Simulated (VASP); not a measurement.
A run of VASP 6.6.1 is set up as follows.

The input INCAR:

```
ALGO = Fast ; EDIFF = 1E-7
EDIFFG = -0.01 ; ENCUT = 600
GGA = PS ; IBRION = 2
ISIF = 4 ; ISMEAR = 0
LASPH = True ; LCHARG = False
LREAL = False ; LWAVE = False
NELM = 80 ; NSW = 50
PREC = Accurate ; SIGMA = 0.1
```

The input KPOINTS:

```
k-points
0
Gamma
  18 18 18
```

POSCAR

```
Al2Ru
1.0
   -1.5296253503      1.5296253503      4.1212313156
    1.5296253503     -1.5296253503      4.1212313156
    1.5296253503      1.5296253503     -4.1212313156
Al Ru
2 1
Direct
    0.6597558472      0.6597558472      0.0000000000
    0.3402441528      0.3402441528      0.0000000000
    0.0000000000      0.0000000000      0.0000000000
```

Potentials or basis: VASP PAW PBE potentials, release 64 (Al, Ru_pv).

Run with:

```console
$ cat potpaw_PBE.64/Al/POTCAR potpaw_PBE.64/Ru_pv/POTCAR > POTCAR
$ mpirun -np 1 vasp_std > vasp.out
```

(1) Predict the band gap on the k mesh.

Answers

(1) zero (band 10 reaches 11.56 eV, above the bottom of band 11 at 11.39 eV).
